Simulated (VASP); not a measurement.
# Be in VASP: further runs

The runs below take Be through single point, with LDA.

Program: VASP 6.6.1. These are calculated values, not measurements. Logs are shortened: lines on timing, memory, paths and dates and some standing lists are left out, and cuts for length are marked.

**1. The cell of the first run**

Symmetry: P4_2/mnm, No. 136, tetragonal system. Conventional cell: a = 3.747 Å, b = 3.747 Å, c = 2.281 Å, α = 90.00°, β = 90.00°, γ = 90.00°. Be (site symmetry m2m) has 13 Be at 2.15 to 2.70 Å within 2.8 Å.

**2. Single point, LDA**

The input, INCAR:

```
SYSTEM = Be
  PREC = Accurate
  ENCUT = 600
  EDIFF = 1E-6
  ISMEAR = -1
  SIGMA = 0.1
  LREAL = .FALSE.
  LASPH = .TRUE.
  NELM = 120
  ALGO = Normal
  ISIF = 2
  LWAVE = .FALSE.
  LCHARG = .FALSE.
  GGA = CA
  NBANDS = 12
  GGA_COMPAT = .FALSE.
```

The input, KPOINTS:

```
regular mesh
0
G
  4 4 6
  0 0 0
```

The input, POSCAR:

```
Be
1.0
    3.7468100000      0.0000000000      0.0000000000
    0.0000000000      3.7468100000      0.0000000000
    0.0000000000      0.0000000000      2.2812800000
Be
4
Direct
    0.2974100000      0.2974100000      0.0000000000
    0.7025900000      0.7025900000      0.0000000000
    0.2025900000      0.7974100000      0.5000000000
    0.7974100000      0.2025900000      0.5000000000
```

Potentials or basis: VASP PAW LDA potentials, release 64 (Be).

Command:

```bash
> cat potpaw_LDA.64/Be/POTCAR > POTCAR
> mpirun -np 1 vasp_std > vasp.out
```

OUTCAR:

```text
SYSTEM = Be
   PREC = Accurate
   ENCUT = 600
   EDIFF = 1E-6
   ISMEAR = -1
   LREAL = .FALSE.
   LASPH = .TRUE.
   NELM = 120
   ISIF = 2
   GGA = CA

 ion  position               nearest neighbor table
   1  0.297  0.297  0.000-   2 2.15   3 2.22   4 2.22   3 2.22   4 2.22   3 2.22   3 2.22   4 2.22
                             4 2.22
   2  0.703  0.703  0.000-   1 2.15   3 2.22   4 2.22   3 2.22   4 2.22   4 2.22   4 2.22   3 2.22
                             3 2.22
   3  0.203  0.797  0.500-   4 2.15   2 2.22   1 2.22   1 2.22   2 2.22   1 2.22   1 2.22   2 2.22
                             2 2.22
   4  0.797  0.203  0.500-   3 2.15   2 2.22   1 2.22   1 2.22   2 2.22   2 2.22   2 2.22   1 2.22
                             1 2.22

  LATTYP: Found a simple tetragonal cell.
 ALAT       =     3.7468100000
 C/A-ratio  =     0.6088592696

  Lattice vectors:

 A1 = (   3.7468100000,   0.0000000000,   0.0000000000)
 A2 = (   0.0000000000,   3.7468100000,   0.0000000000)
 A3 = (   0.0000000000,   0.0000000000,   2.2812800000)

Analysis of symmetry for initial positions (statically):
=====================================================================
 Subroutine PRICEL returns:
 Original cell was already a primitive cell.

 Routine SETGRP: Setting up the symmetry group for a
 simple tetragonal supercell.

 Subroutine GETGRP returns: Found 16 space group operations
 (whereof  8 operations were pure point group operations)
 out of a pool of 16 trial point group operations.

The static configuration has the point symmetry D_2h.
 The point group associated with its full space group is D_4h.

Analysis of symmetry for dynamics (positions and initial velocities):
=====================================================================
 Subroutine PRICEL returns:
 Original cell was already a primitive cell.

 Routine SETGRP: Setting up the symmetry group for a
 simple tetragonal supercell.

 Subroutine GETGRP returns: Found 16 space group operations
 (whereof  8 operations were pure point group operations)
 out of a pool of 16 trial point group operations.

The dynamic configuration has the point symmetry D_2h.
 The point group associated with its full space group is D_4h.

 Subroutine INISYM returns: Found 16 space group operations
 (whereof  8 operations are pure point group operations),
 and found     1 'primitive' translations

----------------------------------------------------------------------------------------

                                     Primitive cell

  volume of cell :      32.0259

  direct lattice vectors                    reciprocal lattice vectors
     3.746810000  0.000000000  0.000000000     0.266893704  0.000000000  0.000000000
     0.000000000  3.746810000  0.000000000     0.000000000  0.266893704  0.000000000
     0.000000000  0.000000000  2.281280000     0.000000000  0.000000000  0.438350400

  length of vectors
     3.746810000  3.746810000  2.281280000     0.266893704  0.266893704  0.438350400

  position of ions in fractional coordinates (direct lattice)
     0.297410000  0.297410000  0.000000000
     0.702590000  0.702590000  0.000000000
     0.202590000  0.797410000  0.500000000
     0.797410000  0.202590000  0.500000000

  ion indices of the primitive-cell ions
   primitive index   ion index
                 1           1
                 2           2
                 3           3
                 4           4

----------------------------------------------------------------------------------------

 KPOINTS: regular mesh

Automatic generation of k-mesh.
 Grid dimensions read from file:
 generate k-points for:    4    4    6

 Generating k-lattice:

  Cartesian coordinates                     Fractional coordinates (reciprocal lattice)
     0.066723426  0.000000000  0.000000000     0.250000000  0.000000000  0.000000000
     0.000000000  0.066723426  0.000000000     0.000000000  0.250000000  0.000000000
     0.000000000  0.000000000  0.073058400     0.000000000  0.000000000  0.166666667

  Length of vectors
     0.066723426  0.066723426  0.073058400

  Shift w.r.t. Gamma in fractional coordinates (k-lattice)
     0.000000000  0.000000000  0.000000000

 Subroutine IBZKPT returns following result:
 ===========================================

 Found     24 irreducible k-points:

 Following reciprocal coordinates:
            Coordinates               Weight
  0.000000  0.000000  0.000000      1.000000
  0.250000  0.000000  0.000000      4.000000
  0.500000  0.000000  0.000000      2.000000
  0.250000  0.250000  0.000000      4.000000
  0.500000  0.250000  0.000000      4.000000
  0.500000  0.500000  0.000000      1.000000
[... 16 lines left out ...]
  0.500000  0.250000  0.500000      4.000000
  0.500000  0.500000  0.500000      1.000000
   k-points           NKPTS =     24   k-points in BZ     NKDIM =     24   number of bands    NBANDS=     12
   number of dos      NEDOS =    301   number of ions     NIONS =      4
   total plane-waves  NPLWV =  16200
   dimension x,y,z NGX =    30 NGY =   30 NGZ =   18
   dimension x,y,z NGXF=    60 NGYF=   60 NGZF=   36
   ions per type =               4
   NGX,Y,Z   is equivalent  to a cutoff of  13.31, 13.31, 13.12 a.u.
   NGXF,Y,Z  is equivalent  to a cutoff of  26.62, 26.62, 26.23 a.u.
 SYSTEM =  Be
   PREC   = accura    normal or accurate (medium, high low for compatibility)
   ISTART =      0    job   : 0-new  1-cont  2-samecut
   ICHARG =      2    charge: 1-file 2-atom 10-const
   ISPIN  =      1    spin polarized calculation?
   LNONCOLLINEAR =      F non collinear calculations
   LSORBIT =      F    spin-orbit coupling
   LASPH  =      T    aspherical Exc in radial PAW
   ENCUT  =  600.0 eV  44.10 Ry    6.64 a.u.   7.48  7.48  4.56*2*pi/ulx,y,z
   NELM   =    120;   NELMIN=  2; NELMDL= -5     # of ELM steps
   EDIFF  = 0.1E-05   stopping-criterion for ELM
   LREAL  =      F    real-space projection
   EDIFFG = 0.1E-04   stopping-criterion for IOM
   NSW    =      0    number of steps for IOM
   IBRION =     -1    ionic relax: 0-MD 1-quasi-New 2-CG
   NFREE  =      0    steps in history (QN), initial steepest desc. (CG)
   ISIF   =      2    stress and relaxation
   ISYM   =      2    0-nonsym 1-usesym 2-fastsym
   POTIM  = 0.5000    time-step for ionic-motion
   TEBEG  =    0.0;   TEEND  =   0.0 temperature during run
   PSTRESS=    0.0 pullay stress
   NELECT =       8.0000    total number of electrons
   NUPDOWN=      -1.0000    fix difference up-down
   EMIN   =  10.00;   EMAX   =-10.00  energy-range for DOS
   EFERMI =   0.00;   METHOD = LEGACY
   ISMEAR =    -1;   SIGMA  =   0.10  broadening in eV -4-tet -1-fermi 0-gaus
   EFERMI_NEDOS =   21; number of points for ismear=-14 and -15
   IALGO  =     38    algorithm
   IMIX   =      4    mixing-type and parameters
     AMIX     =   0.40;   BMIX     =  1.00
     AMIX_MAG =   1.60;   BMIX_MAG =  1.00
  volume/ion in A,a.u.               =       8.01        54.03
  Fermi-wavevector in a.u.,A,eV,Ry     =   1.031029  1.948362 14.463274  1.063021
  Thomas-Fermi vector in A             =   2.165157
   LORBIT       =      0    0 simple, 1 ext, 2 COOP (PROOUT), +10 PAW based schemes
   GGA     = CA    functional components
   LHFCALC =     F    Hartree Fock is set to
   AEXX    =    0.0000 exact exchange contribution
   IVDW    =     0    specifies the selected vdW correction
   LEPSILON=     F    determine dielectric tensor
   LRPA    =     F    only Hartree local field effects (RPA)
 non-spin polarized calculation
  energy-cutoff  :      600.00
  volume of cell :       32.03
 maximum number of plane-waves:      1089
 NGX is ok and might be reduce to    30
   NGX = 15   NGY = 15   NGZ =  9

 number of electron       8.0000000 magnetization

 Free energy of the ion-electron system (eV)
  ---------------------------------------------------
  ext. energy  EPLUGINS =         0.00000000
  ---------------------------------------------------
  free energy    TOTEN  =       -16.58536899 eV

  energy without entropy =      -16.57479071  energy(sigma->0) =      -16.58007985

 E-fermi :   6.1998     XC(G=0): -10.5785

 val. band max:        6.0107507258   @ k =   0.0000   0.0000   0.1667
 cond. band min:       6.5896449327   @ k =   0.2500   0.0000   0.3333
 fundamental gap:      0.5788942069
 Fermi energy:         6.1997915149

 k-point     1 :       0.0000    0.0000    0.0000
  band No.  band energies     occupation
      1      -4.4625      2.00000
      2       1.5963      2.00000
      3       2.1770      2.00000
      4       5.5927      1.99539
      5       5.5927      1.99539
      6      11.3663      0.00000
      7      11.3663      0.00000
      8      13.9812      0.00000
      9      15.6217      0.00000
     10      17.1604      0.00000
     11      22.3699      0.00000
     12      22.3699      0.00000

 k-point     2 :       0.2500    0.0000    0.0000
  band No.  band energies     occupation
      1      -3.9773      2.00000
      2      -0.1912      2.00000
      3       2.4224      2.00000
      4       5.3132      1.99972
      5       7.7396      0.00000
      6       8.9561      0.00000
      7      11.4852      0.00000
      8      16.2154      0.00000
      9      17.6234      0.00000
     10      19.2718      0.00000
     11      20.5228      0.00000
     12      22.0378      0.00000

 k-point     3 :       0.5000    0.0000    0.0000
  band No.  band energies     occupation
      1      -2.5257      2.00000
      2      -2.5257      2.00000
      3       3.8955      2.00000
      4       3.8955      2.00000
      5       8.0920      0.00000
      6       8.0920      0.00000
      7      15.5598      0.00000
      8      15.5598      0.00000
      9      17.9438      0.00000
     10      17.9438      0.00000
     11      22.6619      0.00000
     12      22.6619      0.00000

 k-point     4 :       0.2500    0.2500    0.0000
  band No.  band energies     occupation
      1      -3.4891      2.00000
      2       0.2488      2.00000
      3       0.4037      2.00000
      4       4.1327      2.00000
      5       9.3344      0.00000
      6      10.5867      0.00000
      7      12.4848      0.00000
      8      16.8029      0.00000
      9      16.8046      0.00000
     10      20.8340      0.00000
     11      21.0428      0.00000
     12      21.3278      0.00000

 k-point     5 :       0.5000    0.2500    0.0000
  band No.  band energies     occupation
      1      -2.0290      2.00000
      2      -2.0290      2.00000
      3       1.8306      2.00000
      4       1.8306      2.00000
      5      11.0759      0.00000
      6      11.0759      0.00000
      7      15.7803      0.00000
      8      15.7803      0.00000
      9      18.5135      0.00000
     10      18.5135      0.00000
     11      20.6361      0.00000
     12      20.6361      0.00000
[... 228 lines left out ...]
      1       2.1161      2.00000
      2       2.1161      2.00000
      3       3.1926      2.00000
      4       3.1926      2.00000
      5      10.2432      0.00000
      6      10.2432      0.00000
      7      11.5520      0.00000
      8      11.5520      0.00000
      9      13.6396      0.00000
     10      13.6396      0.00000
     11      15.5311      0.00000
     12      15.5311      0.00000

 k-point    22 :       0.2500    0.2500    0.5000
  band No.  band energies     occupation
      1       1.5952      2.00000
      2       1.6154      2.00000
      3       4.2576      2.00000
      4       4.4091      2.00000
      5       8.3934      0.00000
      6       8.7156      0.00000
      7      11.1940      0.00000
      8      11.5934      0.00000
      9      13.9214      0.00000
     10      14.6672      0.00000
     11      16.0338      0.00000
     12      17.0311      0.00000

 k-point    23 :       0.5000    0.2500    0.5000
  band No.  band energies     occupation
      1       2.3796      2.00000
      2       2.3796      2.00000
      3       3.2133      2.00000
      4       3.2133      2.00000
      5       9.1777      0.00000
      6       9.1777      0.00000
      7       9.5427      0.00000
      8       9.5427      0.00000
      9      16.5427      0.00000
     10      16.5427      0.00000
     11      17.8171      0.00000
     12      17.8171      0.00000

 k-point    24 :       0.5000    0.5000    0.5000
  band No.  band energies     occupation
      1       2.7819      2.00000
      2       2.7819      2.00000
      3       3.1306      2.00000
      4       3.1306      2.00000
      5       8.4282      0.00000
      6       8.4282      0.00000
      7       8.4372      0.00000
      8       8.4372      0.00000
      9      18.6957      0.00000
     10      18.6957      0.00000
     11      19.9663      0.00000
     12      19.9683      0.00000

------------------------ aborting loop because EDIFF is reached ----------------------------------------

  FORCE on cell =-STRESS in cart. coord.  units (eV):
  Direction    XX          YY          ZZ          XY          YZ          ZX
  --------------------------------------------------------------------------------------
  -------------------------------------------------------------------------------------
  Total       -1.2345349     -1.2345349     -0.5202800      0.0000000      0.0000000      0.0000000
  in kB      -61.7606717    -61.7606717    -26.0282988      0.0000000      0.0000000      0.0000000
  external PRESSURE =     -49.8498807 kB  Pullay stress =       0.0000000 kB

 VOLUME and BASIS-vectors are now :
 -----------------------------------------------------------------------------
  energy-cutoff  :      600.00
  volume of cell :       32.03
      direct lattice vectors                 reciprocal lattice vectors
     3.746810000  0.000000000  0.000000000     0.266893704  0.000000000  0.000000000
     0.000000000  3.746810000  0.000000000     0.000000000  0.266893704  0.000000000
     0.000000000  0.000000000  2.281280000     0.000000000  0.000000000  0.438350400

 POSITION                                       TOTAL-FORCE (eV/Angst)
 -----------------------------------------------------------------------------------
      1.11434      1.11434      0.00000        -0.013222     -0.013222     -0.000000
      2.63247      2.63247      0.00000         0.013222      0.013222      0.000000
      0.75907      2.98774      1.14064         0.013222     -0.013222      0.000000
      2.98774      0.75907      1.14064        -0.013222      0.013222      0.000000
 -----------------------------------------------------------------------------------
    total drift:                               -0.000000      0.000000     -0.000000

  FREE ENERGIE OF THE ION-ELECTRON SYSTEM (eV)
  ---------------------------------------------------
  free  energy   TOTEN  =       -16.5853689891 eV

  energy  without entropy=      -16.5747907118  energy(sigma->0) =      -16.58007985
```

Run time: 5.5 s. Hardware: 1 thread of Intel Xeon Platinum 8259CL at 2.50GHz (Skylake/Cascade Lake), shared host; peak memory 0.12 GiB.

What came out:

```
Free energy            : -16.5854 eV
Pressure               : -5.0 GPa
Largest force          : 0.019 eV/Å
Band gap on the k mesh : zero (band 4 reaches 7.54 eV, above the bottom of band 5 at 5.59 eV)
```

Forces on the atoms (eV/Å):
```
Be  -0.013 -0.013  0.000
Be   0.013  0.013  0.000
Be   0.013 -0.013  0.000
Be  -0.013  0.013  0.000
```

Stress tensor (GPa, compression positive):
```
-6.18  0.00  0.00
 0.00 -6.18  0.00
 0.00  0.00 -2.60
```

Caveat: the k points lie up to 0.46 Å⁻¹ apart.

**3. Single point, LDA**

The input, INCAR:

```
ALGO = Normal ; EDIFF = 1E-6
ENCUT = 600 ; GGA = CA
GGA_COMPAT = F ; ISIF = 2
ISMEAR = -1 ; LASPH = T
LCHARG = T ; LELF = T
LREAL = F ; LVHAR = T
LWAVE = F ; NBANDS = 12
NELM = 120 ; PREC = Accurate
SIGMA = 0.1
```

The input, KPOINTS:

```
k-points
0
Gamma
  4 4 6
```

The input, POSCAR:

```
Be
1.0
    3.7468100000      0.0000000000      0.0000000000
    0.0000000000      3.7468100000      0.0000000000
    0.0000000000      0.0000000000      2.2812800000
Be
4
Direct
    0.2963943269      0.2961689723     -0.0064426117
    0.7017417985      0.7042209665     -0.0036397433
    0.2043207976      0.7925278902      0.5105644197
    0.7975430770      0.2070821709      0.4995179353
```

Potentials or basis: VASP PAW LDA potentials, release 64 (Be).

Command:

```bash
> cat potpaw_LDA.64/Be/POTCAR > POTCAR
> mpirun -np 1 vasp_std > vasp.out
```

It took 12 s on 1 thread of Intel Xeon Platinum 8259CL at 2.50GHz (Skylake/Cascade Lake), shared host; peak memory 0.13 GiB.

It converged, with:

* Free energy: -16.5791 eV
* Pressure: -5.0 GPa
* Largest force: 0.283 eV/Å
* Band gap on the k mesh: zero (band 4 reaches 7.56 eV, above the bottom of band 5 at 5.70 eV)

Forces on the atoms (eV/Å):
```
Be   0.050 -0.055  0.163
Be   0.030  0.037  0.115
Be  -0.106  0.119 -0.234
Be   0.026 -0.101 -0.044
```

Stress tensor (GPa, compression positive):
```
-5.97 -0.16  0.26
-0.16 -6.99 -0.17
 0.26 -0.17 -2.12
```

Levels at points of the mesh, in eV from the Fermi level:
```tsv
k point	band 1	band 2	band 3	band 4	band 5	band 6	band 7	band 8	band 9
(0.00, 0.00, 0.00)	-10.69	-4.63	-4.09	-0.64	-0.53	4.99	5.08	7.85	9.39
(0.50, 0.00, 0.00)	-8.76	-8.75	-2.31	-2.29	1.78	1.82	9.29	9.39	11.70
(0.00, 0.50, 0.00)	-8.78	-8.73	-2.37	-2.30	1.86	1.88	9.22	9.38	11.65
(0.50, 0.50, 0.00)	-6.83	-6.78	-6.76	-6.73	8.46	8.58	9.38	9.53	12.42
(0.00, 0.00, 0.50)	-5.45	-5.39	1.26	1.32	2.04	2.25	2.78	3.02	7.83
(0.50, 0.00, 0.50)	-4.15	-4.08	-3.10	-3.00	3.96	4.08	5.30	5.44	7.29
(0.00, 0.50, 0.50)	-4.12	-4.05	-3.12	-3.04	3.99	4.10	5.24	5.35	7.40
(0.50, 0.50, 0.50)	-3.46	-3.43	-3.13	-3.11	2.19	2.20	2.23	2.26	12.44
```

Caveat: the k points lie up to 0.46 Å⁻¹ apart.

(Part 1 of 2 ends here.)
